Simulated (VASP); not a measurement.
# Fe (Pm-3n) in VASP: notebook

Fe is run at these levels: r2SCAN; tasks: single point.

Program: VASP 6.6.1. These are calculated values, not measurements. Logs are shortened: lines on timing, memory, paths and dates and some standing lists are left out, and cuts for length are marked.

## Step 1: The cell of the first run

Symmetry: Pm-3n, No. 223, cubic system. Conventional cell: a = 4.329 Å, b = 4.329 Å, c = 4.329 Å, α = 90.00°, β = 90.00°, γ = 90.00°. Within 3.2 Å of Fe (site symmetry m-3) lie 12 Fe at 2.42 Å. Within 2.9 Å of Fe (site symmetry -4m2) lie 14 Fe at 2.16 to 2.65 Å.

## Step 2: Single point, r2SCAN

POSCAR

```
Fe
1.0
    4.3288826926      0.0000000000      0.0000000000
    0.0000000000      4.3288826926      0.0000000000
    0.0000000000      0.0000000000      4.3288826926
Fe
8
Direct
    0.0000000000      1.0000000000      0.0000000000
    0.5000000000      0.5000000000      0.5000000000
    0.2500000000      1.0000000000      0.5000000000
    0.7500000000      0.0000000000      0.5000000000
    0.5000000000      0.2500000000      0.0000000000
    0.5000000000      0.7500000000      0.0000000000
    1.0000000000      0.5000000000      0.2500000000
    1.0000000000      0.5000000000      0.7500000000
```

INCAR.step1

```
SYSTEM = Fe
ALGO     = Normal         ! electronic algorithm
EDIFF    = 1E-4           ! SCF threshold, eV
ENCUT    = 520            ! plane-wave cutoff, eV
GGA      = PE             ! functional
ISMEAR   = -1             ! smearing method
LASPH    = .True.         ! aspherical terms in the spheres
LCHARG   = .False.        ! write CHGCAR
LREAL    = .False.        ! projectors in reciprocal space
LWAVE    = .True.         ! write WAVECAR
NBANDS   = 42             ! bands
NELM     = 100            ! most SCF steps
PREC     = Accurate       ! precision mode
SIGMA    = 0.1            ! smearing width, eV
```

INCAR.step2

```
SYSTEM = Fe
ALGO     = Normal         ! electronic algorithm
EDIFF    = 1E-6           ! SCF threshold, eV
ENCUT    = 520            ! plane-wave cutoff, eV
ISIF     = 2              ! what is computed and relaxed
ISMEAR   = -1             ! smearing method
ISTART   = 1            
LASPH    = .True.         ! aspherical terms in the spheres
LCHARG   = .False.        ! write CHGCAR
LMIXTAU  = .True.       
LREAL    = .False.        ! projectors in reciprocal space
LWAVE    = .False.        ! write WAVECAR
METAGGA  = R2SCAN         ! meta-GGA
NBANDS   = 42             ! bands
NELM     = 100            ! most SCF steps
PREC     = Accurate       ! precision mode
SIGMA    = 0.1            ! smearing width, eV
```

KPOINTS

```
k-points
0
Gamma
  8 8 8
  0 0 0
```

Potentials or basis: VASP PAW PBE potentials, release 64 (Fe).

Started as:

```
$ cat potpaw_PBE.64/Fe/POTCAR > POTCAR
$ cp INCAR.step1 INCAR
$ mpirun -np 1 vasp_std > vasp.out
$ cp INCAR.step2 INCAR
$ mpirun -np 1 vasp_std > vasp.out
```

OUTCAR:

```text
SYSTEM = Fe
   EDIFF = 1E-6
   ENCUT = 520
   ISIF = 2
   ISMEAR = -1
   ISTART = 1
   LASPH = .True.
   LREAL = .False.
   METAGGA = R2SCAN
   NELM = 100
   PREC = Accurate

 ion  position               nearest neighbor table
   1  0.000  0.000  0.000-   3 2.42   4 2.42   5 2.42   6 2.42   7 2.42   8 2.42   3 2.42   4 2.42
                             7 2.42   8 2.42   5 2.42   6 2.42
   2  0.500  0.500  0.500-   3 2.42   4 2.42   5 2.42   6 2.42   7 2.42   8 2.42   5 2.42   6 2.42
                             3 2.42   4 2.42   7 2.42   8 2.42
   3  0.250  0.000  0.500-   4 2.16   4 2.16   1 2.42   1 2.42   2 2.42   2 2.42   8 2.65   5 2.65
                             5 2.65   6 2.65   6 2.65   7 2.65   8 2.65   7 2.65
   4  0.750  0.000  0.500-   3 2.16   3 2.16   1 2.42   1 2.42   2 2.42   2 2.42   8 2.65   5 2.65
                             5 2.65   6 2.65   6 2.65   7 2.65   8 2.65   7 2.65
   5  0.500  0.250  0.000-   6 2.16   6 2.16   1 2.42   2 2.42   2 2.42   1 2.42   8 2.65   4 2.65
                             3 2.65   4 2.65   3 2.65   7 2.65   7 2.65   8 2.65
   6  0.500  0.750  0.000-   5 2.16   5 2.16   1 2.42   2 2.42   2 2.42   1 2.42   8 2.65   4 2.65
                             3 2.65   4 2.65   3 2.65   7 2.65   7 2.65   8 2.65
   7  0.000  0.500  0.250-   8 2.16   8 2.16   1 2.42   2 2.42   1 2.42   2 2.42   3 2.65   4 2.65
                             5 2.65   3 2.65   4 2.65   6 2.65   5 2.65   6 2.65
   8  0.000  0.500  0.750-   7 2.16   7 2.16   1 2.42   2 2.42   1 2.42   2 2.42   3 2.65   4 2.65
                             5 2.65   3 2.65   4 2.65   6 2.65   5 2.65   6 2.65

  LATTYP: Found a simple cubic cell.
 ALAT       =     4.3288826926

  Lattice vectors:

 A1 = (   4.3288826926,   0.0000000000,   0.0000000000)
 A2 = (   0.0000000000,   4.3288826926,   0.0000000000)
 A3 = (   0.0000000000,   0.0000000000,   4.3288826926)

Analysis of symmetry for initial positions (statically):
=====================================================================
 Subroutine PRICEL returns:
 Original cell was already a primitive cell.

 Routine SETGRP: Setting up the symmetry group for a
 simple cubic supercell.

 Subroutine GETGRP returns: Found 48 space group operations
 (whereof 24 operations were pure point group operations)
 out of a pool of 48 trial point group operations.

The static configuration has the point symmetry T_h .
 The point group associated with its full space group is O_h .

Analysis of symmetry for dynamics (positions and initial velocities):
=====================================================================
 Subroutine PRICEL returns:
 Original cell was already a primitive cell.

 Routine SETGRP: Setting up the symmetry group for a
 simple cubic supercell.

 Subroutine GETGRP returns: Found 48 space group operations
 (whereof 24 operations were pure point group operations)
 out of a pool of 48 trial point group operations.

The dynamic configuration has the point symmetry T_h .
 The point group associated with its full space group is O_h .

 Subroutine INISYM returns: Found 48 space group operations
 (whereof 24 operations are pure point group operations),
 and found     1 'primitive' translations

----------------------------------------------------------------------------------------

                                     Primitive cell

  volume of cell :      81.1199

  direct lattice vectors                    reciprocal lattice vectors
     4.328882693  0.000000000  0.000000000     0.231006491  0.000000000  0.000000000
     0.000000000  4.328882693  0.000000000     0.000000000  0.231006491  0.000000000
     0.000000000  0.000000000  4.328882693     0.000000000  0.000000000  0.231006491

  length of vectors
     4.328882693  4.328882693  4.328882693     0.231006491  0.231006491  0.231006491

  position of ions in fractional coordinates (direct lattice)
     0.000000000  0.000000000  0.000000000
     0.500000000  0.500000000  0.500000000
     0.250000000  0.000000000  0.500000000
     0.750000000  0.000000000  0.500000000
     0.500000000  0.250000000  0.000000000
     0.500000000  0.750000000  0.000000000
     0.000000000  0.500000000  0.250000000
     0.000000000  0.500000000  0.750000000

  ion indices of the primitive-cell ions
   primitive index   ion index
                 1           1
                 2           2
                 3           3
                 4           4
                 5           5
                 6           6
                 7           7
                 8           8

----------------------------------------------------------------------------------------

 KPOINTS: k-points

Automatic generation of k-mesh.
 Grid dimensions read from file:
 generate k-points for:    8    8    8

 Generating k-lattice:

  Cartesian coordinates                     Fractional coordinates (reciprocal lattice)
     0.028875811  0.000000000  0.000000000     0.125000000  0.000000000  0.000000000
     0.000000000  0.028875811  0.000000000     0.000000000  0.125000000  0.000000000
     0.000000000  0.000000000  0.028875811     0.000000000  0.000000000  0.125000000

  Length of vectors
     0.028875811  0.028875811  0.028875811

  Shift w.r.t. Gamma in fractional coordinates (k-lattice)
     0.000000000  0.000000000  0.000000000

 Subroutine IBZKPT returns following result:
 ===========================================

 Found     35 irreducible k-points:

 Following reciprocal coordinates:
            Coordinates               Weight
  0.000000  0.000000  0.000000      1.000000
  0.125000  0.000000  0.000000      6.000000
  0.250000  0.000000  0.000000      6.000000
  0.375000  0.000000  0.000000      6.000000
  0.500000  0.000000  0.000000      3.000000
  0.125000  0.125000  0.000000     12.000000
[... 16 lines left out ...]
  0.375000  0.375000  0.125000     24.000000
  0.500000  0.375000  0.125000     24.000000
 [... further k-points ...]
   k-points           NKPTS =     35   k-points in BZ     NKDIM =     35   number of bands    NBANDS=     42
   number of dos      NEDOS =    301   number of ions     NIONS =      8
   total plane-waves  NPLWV =  32768
   dimension x,y,z NGX =    32 NGY =   32 NGZ =   32
   dimension x,y,z NGXF=    64 NGYF=   64 NGZF=   64
   ions per type =               8
   NGX,Y,Z   is equivalent  to a cutoff of  12.29, 12.29, 12.29 a.u.
   NGXF,Y,Z  is equivalent  to a cutoff of  24.58, 24.58, 24.58 a.u.
 SYSTEM =  Fe
   PREC   = accura    normal or accurate (medium, high low for compatibility)
   ISTART =      1    job   : 0-new  1-cont  2-samecut
   ICHARG =      0    charge: 1-file 2-atom 10-const
   ISPIN  =      1    spin polarized calculation?
   LNONCOLLINEAR =      F non collinear calculations
   LSORBIT =      F    spin-orbit coupling
   LASPH  =      T    aspherical Exc in radial PAW
   ENCUT  =  520.0 eV  38.22 Ry    6.18 a.u.   8.05  8.05  8.05*2*pi/ulx,y,z
   NELM   =    100;   NELMIN=  2; NELMDL=  0     # of ELM steps
   EDIFF  = 0.1E-05   stopping-criterion for ELM
   LREAL  =      F    real-space projection
   EDIFFG = 0.1E-04   stopping-criterion for IOM
   NSW    =      0    number of steps for IOM
   IBRION =     -1    ionic relax: 0-MD 1-quasi-New 2-CG
   NFREE  =      0    steps in history (QN), initial steepest desc. (CG)
   ISIF   =      2    stress and relaxation
   ISYM   =      2    0-nonsym 1-usesym 2-fastsym
   POTIM  = 0.5000    time-step for ionic-motion
   TEBEG  =    0.0;   TEEND  =   0.0 temperature during run
   PSTRESS=    0.0 pullay stress
   NELECT =      64.0000    total number of electrons
   NUPDOWN=      -1.0000    fix difference up-down
   EMIN   =  10.00;   EMAX   =-10.00  energy-range for DOS
   EFERMI =   0.00;   METHOD = LEGACY
   ISMEAR =    -1;   SIGMA  =   0.10  broadening in eV -4-tet -1-fermi 0-gaus
   EFERMI_NEDOS =   21; number of points for ismear=-14 and -15
   IALGO  =     38    algorithm
   IMIX   =      4    mixing-type and parameters
     AMIX     =   0.40;   BMIX     =  1.00
     AMIX_MAG =   1.60;   BMIX_MAG =  1.00
  volume/ion in A,a.u.               =      10.14        68.43
  Fermi-wavevector in a.u.,A,eV,Ry     =   1.512722  2.858629 31.134574  2.288327
  Thomas-Fermi vector in A             =   2.622608
   LORBIT       =      0    0 simple, 1 ext, 2 COOP (PROOUT), +10 PAW based schemes
   METAGGA = R2SCAN    functional components
   LHFCALC =     F    Hartree Fock is set to
   AEXX    =    0.0000 exact exchange contribution
   IVDW    =     0    specifies the selected vdW correction
   LEPSILON=     F    determine dielectric tensor
   LRPA    =     F    only Hartree local field effects (RPA)
 non-spin polarized calculation
  energy-cutoff  :      520.00
  volume of cell :       81.12
 maximum number of plane-waves:      2272
   NGX = 17   NGY = 17   NGZ = 17

 number of electron      63.9999978 magnetization

 Free energy of the ion-electron system (eV)
  ---------------------------------------------------
  ext. energy  EPLUGINS =         0.00000000
  ---------------------------------------------------
  free energy    TOTEN  =      -107.93399576 eV

  energy without entropy =     -107.39487944  energy(sigma->0) =     -107.66443760

 E-fermi :   6.9732     XC(G=0): -15.0481

 val. band max:        6.9730620564   @ k =   0.3750   0.2500   0.1250
 cond. band min:       6.9792938681   @ k =   0.2500   0.0000   0.0000
 fundamental gap:      0.0062318117
 Fermi energy:         6.9731993539

 k-point     1 :       0.0000    0.0000    0.0000
  band No.  band energies     occupation
      1      -2.5935      2.00000
      2       1.6523      2.00000
      3       1.6523      2.00000
      4       2.5199      2.00000
      5       2.7180      2.00000
      6       2.7180      2.00000
[... 34 lines left out ...]
     41       7.9031      0.00018
     42       9.5248      0.00000

 k-point     2 :       0.1250    0.0000    0.0000
  band No.  band energies     occupation
      1      -2.4462      2.00000
      2       1.5605      2.00000
      3       1.7539      2.00000
      4       2.2094      2.00000
      5       2.6892      2.00000
      6       2.6892      2.00000
[... 34 lines left out ...]
     41       7.9055      0.00018
     42       8.8272      0.00000

 k-point     3 :       0.2500    0.0000    0.0000
  band No.  band energies     occupation
      1      -2.0143      2.00000
      2       1.2410      2.00000
      3       1.8337      2.00000
      4       1.9632      2.00000
      5       2.6379      2.00000
      6       2.6379      2.00000
[... 34 lines left out ...]
     41       7.8342      0.00036
     42       7.9079      0.00017

 k-point     4 :       0.3750    0.0000    0.0000
  band No.  band energies     occupation
      1      -1.3303      2.00000
      2       0.4871      2.00000
      3       1.6938      2.00000
      4       1.9629      2.00000
      5       2.6206      2.00000
      6       2.6206      2.00000
[... 844 lines left out ...]
     41       7.8686      0.00026
     42       8.1136      0.00002

 k-point    23 :       0.3750    0.3750    0.1250
  band No.  band energies     occupation
      1      -0.0892      2.00000
      2       1.2645      2.00000
      3       1.3877      2.00000
      4       1.9741      2.00000
      5       2.1672      2.00000
      6       2.2104      2.00000
[... 34 lines left out ...]
     41       7.8918      0.00020
     42       7.9914      0.00008

 k-point    24 :       0.5000    0.3750    0.1250
  band No.  band energies     occupation
      1       0.6113      2.00000
      2       0.6462      2.00000
      3       1.6251      2.00000
      4       1.7868      2.00000
      5       2.1492      2.00000
      6       2.2445      2.00000
[... 34 lines left out ...]
     41       7.8379      0.00035
     42       8.1128      0.00002

 [... further k-points ...]
[... 5 lines left out ...]
  --------------------------------------------------------------------------------------
  -------------------------------------------------------------------------------------
  Total        0.1650325      0.1650325      0.1650325     -0.0000000      0.0000000      0.0000000
  in kB        3.2595114      3.2595114      3.2595114     -0.0000000      0.0000000      0.0000000
  external PRESSURE =       3.2595114 kB  Pullay stress =       0.0000000 kB

 VOLUME and BASIS-vectors are now :
 -----------------------------------------------------------------------------
  energy-cutoff  :      520.00
  volume of cell :       81.12
      direct lattice vectors                 reciprocal lattice vectors
     4.328882693  0.000000000  0.000000000     0.231006491  0.000000000  0.000000000
     0.000000000  4.328882693  0.000000000     0.000000000  0.231006491  0.000000000
     0.000000000  0.000000000  4.328882693     0.000000000  0.000000000  0.231006491

 POSITION                                       TOTAL-FORCE (eV/Angst)
 -----------------------------------------------------------------------------------
      0.00000      0.00000      0.00000         0.000000      0.000000     -0.000000
      2.16444      2.16444      2.16444         0.000000      0.000000     -0.000000
      1.08222      0.00000      2.16444         0.000000     -0.000000      0.000000
      3.24666      0.00000      2.16444        -0.000000     -0.000000     -0.000000
      2.16444      1.08222      0.00000        -0.000000     -0.000000      0.000000
      2.16444      3.24666      0.00000        -0.000000      0.000000     -0.000000
      0.00000      2.16444      1.08222         0.000000      0.000000     -0.000000
      0.00000      2.16444      3.24666        -0.000000     -0.000000     -0.000000
 -----------------------------------------------------------------------------------
    total drift:                                0.000000     -0.000000      0.000000

  FREE ENERGIE OF THE ION-ELECTRON SYSTEM (eV)
  ---------------------------------------------------
  free  energy   TOTEN  =      -107.9339957620 eV

  energy  without entropy=     -107.3948794365  energy(sigma->0) =     -107.66443760
```

Run time: 2.8 min. Hardware: 1 thread of AMD EPYC 9R45 (Zen 5), shared host; peak memory 0.2 GiB.

Results:

```
Free energy            : -107.9340 eV
Pressure               : 0.3 GPa
Band gap on the k mesh : zero (bands 32 and 33 overlap by 0.55 eV)
```

Caveat: the PAW data sets were made with another functional, which shifts forces and pressure a little; the run has no spin polarisation, though such a crystal can be magnetic. Spin polarisation is off, so any magnetic state and its effect on volume and gap are missing.

## Step 3: Single point, r2SCAN, collinear spin, ferromagnetic start

This run uses another cell than the first one, of 11.99 Å³/atom.

POSCAR

```
Fe
1.0
    4.5771071785      0.0000000000      0.0000000000
    0.0000000000      4.5771071785      0.0000000000
    0.0000000000      0.0000000000      4.5771071785
Fe
8
Direct
    0.0000000000      0.0000000000      0.0000000000
    0.5000000000      0.5000000000      0.5000000000
    0.2500000000      1.0000000000      0.5000000000
    0.7500000000      1.0000000000      0.5000000000
    0.5000000000      0.2500000000      0.0000000000
    0.5000000000      0.7500000000      0.0000000000
    0.0000000000      0.5000000000      0.2500000000
    0.0000000000      0.5000000000      0.7500000000
```

INCAR.step1

```
  PREC = Accurate
  ENCUT = 520
  ISMEAR = -1
  SIGMA = 0.05
  LREAL = F
  LASPH = T
  NELM = 150
  ISPIN = 2
  MAGMOM = 2.857 2.857 2.789 2.789 2.789 2.789 2.789 2.789
  LMAXMIX = 4
  NBANDS = 46
  GGA = PE
  ALGO = Normal
  EDIFF = 1E-4
  LWAVE = T
  LCHARG = F
```

INCAR.step2

```
  PREC = Accurate
  ENCUT = 520
  EDIFF = 1E-6
  ISMEAR = -1
  SIGMA = 0.05
  LREAL = F
  LASPH = T
  NELM = 150
  ALGO = Normal
  ISIF = 2
  LWAVE = F
  LCHARG = F
  ISPIN = 2
  MAGMOM = 2.857 2.857 2.789 2.789 2.789 2.789 2.789 2.789
  LORBIT = 11
  LMAXMIX = 4
  METAGGA = R2SCAN
  LMIXTAU = T
  NBANDS = 46
  ISTART = 1
```

KPOINTS

```
regular mesh
0
Gamma
  7 7 7
```

Potentials or basis: VASP PAW PBE potentials, release 64 (Fe).

Started as:

```
$ cat potpaw_PBE.64/Fe/POTCAR > POTCAR
$ cp INCAR.step1 INCAR
$ mpirun -np 1 vasp_std > vasp.out
$ cp INCAR.step2 INCAR
$ mpirun -np 1 vasp_std > vasp.out
```

Wall time 6.2 min (1 thread of AMD EPYC 9R45 (Zen 5), shared host); peak memory 0.29 GiB.

It converged, with:

```yaml
Free_energy: -114.2654 eV
Pressure: -0.5 GPa
Net_moment: 21.41 μB per cell
Site_moments: Fe +2.77, +2.72 (each value once) μB
Valence_electrons_inside_the_program's_atomic_spheres: Fe 7.19
```

Levels at points of the mesh, in eV from the Fermi level:
Spin up:
```
           k point  band 39  band 40  band 41  band 42  band 43  band 44  band 45  band 46
(0.00, 0.00, 0.00)    -1.26    -1.26    -1.26     1.06     1.06     1.06     2.72     2.72
```
Spin down:
```csv
k point,band 20,band 21,band 22,band 23,band 24,band 25
"(0.00, 0.00, 0.00)",-0.40,-0.14,-0.14,0.77,0.77,0.77
```

Caveat: the PAW data sets were made with another functional, which shifts forces and pressure a little.
